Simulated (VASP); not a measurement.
LiCl:

```
Li Cl
1.0
     0.00000    2.73304    2.73304
     2.73304    0.00000    2.73304
     2.73304    2.73304    0.00000
Li Cl
1 1
Direct
  0.00000 0.00000 0.00000
  0.25000 0.25000 0.25000
```

Program: VASP 6.6.1. Alike in all runs: task single point; potentials or basis VASP PAW PBE potentials, release 64 (Li_sv, Cl); no spin polarisation; cell as given; cutoff (eV) 520; smearing gaussian 0.01 eV. Hardware: 1 thread of Intel(R) Xeon(R) Platinum 8259CL CPU @ 2.50GHz (Skylake/Cascade Lake), with other jobs on the host.

Order these runs on this cell by their wall time, lowest first.
A. level PBE; k mesh 8 × 8 × 8
B. level PBE0; k mesh 6 × 6 × 6; grid for exact exchange (PRECFOCK) Normal
C. level r2SCAN; k mesh 6 × 6 × 6

A (16 s), C (50 s), B (810 s).
